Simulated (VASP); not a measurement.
Runs of VASP 6.6.1 on Hf4Br. The structure is that of space group Pm-3m (No. 221), or close to it. The cells are those of the table. 

```csv
task,cell,k mesh,cutoff (eV),gap on the mesh (eV),pressure (GPa),relaxed volume (Å³/atom)
single point,"a = 5.259 Å, 5 atoms",8 × 8 × 8,520,none,-0.3,-
single point,"a = 5.254 Å, 5 atoms",4 × 4 × 4,520,none,-0.2,-
relaxation of cell and atoms,"relaxed from a = 5.254 Å, 5 atoms",8 × 8 × 8,600,none,0.0,(a)
single point,"a = 4.723 Å, 5 atoms",4 × 4 × 4,520,none,31.8,-
relaxation of cell and atoms,"relaxed from a = 4.723 Å, 5 atoms",4 × 4 × 4,600,none,-0.2,28.99
```

Alike in all rows: level PBE; potentials or basis VASP PAW PBE potentials, release 64 (Hf_pv, Br); no spin polarisation; smearing gaussian 0.1 eV.

Question: Fill in the values left out.

Answer: (a) 28.90.

Caveats: spin-orbit coupling is left out, which moves the levels of the heavy elements; an odd number of electrons without spin polarisation forces a metal; a magnetic or distorted state may lie lower; the volume moved by over 15 % at a fixed basis, so the end points are rough (some runs).

A k mesh can miss the band edges, and the runs leave out spin-orbit coupling on Br, Hf.

A gap of «none» marks levels without a gap at the run's occupations.
